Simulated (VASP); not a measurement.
Input of a VASP 6.6.1 run:

File INCAR:

```
SYSTEM = BC
ALGO = Normal
EDIFF = 1E-6
ENCUT = 600
GGA = PE
GGA_COMPAT = .FALSE.
ISIF = 2
ISMEAR = 0
LASPH = .TRUE.
LCHARG = .FALSE.
LREAL = .FALSE.
LWAVE = .FALSE.
NBANDS = 10
NELM = 120
PREC = Accurate
SIGMA = 0.1
```

KPOINTS

```
k-points
0
G
  8 8 8
  0 0 0
```

File POSCAR:

```
BC
1.0
    0.0000000000      1.9868820111      1.9868820111
    1.9868820111      0.0000000000      1.9868820111
    1.9868820111      1.9868820111      0.0000000000
B C
1 1
Direct
    0.0000000000      0.0000000000      0.0000000000
    0.7500000000      0.7500000000      0.7500000000
```

Potentials or basis: VASP PAW PBE potentials, release 64 (B, C).

The run is started by

```bash
$ cat potpaw_PBE.64/B/POTCAR potpaw_PBE.64/C/POTCAR > POTCAR
$ mpirun -np 1 vasp_std > vasp.out
```

Question: What does it give for the band gap on the k mesh?

Answer: Zero (an odd number of electrons rules out a gap without spin polarisation).

Question: Predict the pressure.

Answer: -31.1 GPa.

Caveat: the cell stands under tension.
